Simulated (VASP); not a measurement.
Here is a VASP 6.6.1 calculation.

The input INCAR:

```
SYSTEM = SiC
  PREC = Accurate
  ENCUT = 520
  EDIFF = 1E-7
  ISMEAR = 0
  SIGMA = 0.05
  LREAL = .False.
  LASPH = .True.
  NELM = 60
  ALGO = Normal
  ISIF = 2
  LWAVE = .False.
  LCHARG = .False.
  GGA = PS
  NBANDS = 11
```

The input KPOINTS:

```
regular mesh
0
Gamma
  10 10 10
  0 0 0
```

The input POSCAR:

```
SiC
1.0
    0.0000000000      2.2147686909      2.2147686909
    2.2147686909      0.0000000000      2.2147686909
    2.2147686909      2.2147686909      0.0000000000
Si C
1 1
Direct
    0.0000000000      0.0000000000      0.0000000000
    0.7500000000      0.7500000000      0.7500000000
```

Potentials or basis: VASP PAW PBE potentials, release 64 (Si, C).

Launch:

```bash
$ cat potpaw_PBE.64/Si/POTCAR potpaw_PBE.64/C/POTCAR > POTCAR
$ mpirun -np 1 vasp_std > vasp.out
```

**Question.** Estimate the pressure.

**Answer.** -9.7 GPa.

**Question.** Predict the band gap on the k mesh.

**Answer.** 1.28 eV, indirect (least direct gap 4.39 eV).

Caveat: the PAW data sets were made with another functional, which shifts forces and pressure a little. A k mesh can miss the band edges.
